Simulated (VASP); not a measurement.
Here is a VASP 6.6.1 calculation.

INCAR

```
SYSTEM = Mo
PREC = Accurate
ENCUT = 520
EDIFF = 1E-6
ISMEAR = 1
SIGMA = 0.1
LREAL = .False.
LASPH = .True.
NELM = 80
ALGO = Normal
ISIF = 2
LWAVE = .False.
LCHARG = .False.
NBANDS = 13
```

KPOINTS

```
Automatic mesh
0
Gamma
  13 13 13
  0 0 0
```

Contents of POSCAR:

```
Mo
1.0
   -1.5734150000      1.5734150000      1.5734150000
    1.5734150000     -1.5734150000      1.5734150000
    1.5734150000      1.5734150000     -1.5734150000
Mo
1
Direct
    0.0000000000      0.0000000000      0.0000000000
```

Potentials or basis: VASP PAW LDA potentials, release 64 (Mo_sv).

Command:

```bash
$ cat potpaw_LDA.64/Mo_sv/POTCAR > POTCAR
$ mpirun -np 1 vasp_std > vasp.out
```

Task: Predict the pressure.

Result: -8.6 GPa.

Task: What does it give for the band gap on the k mesh?

Result: Zero (band 7 reaches 16.16 eV, above the bottom of band 8 at 11.14 eV).
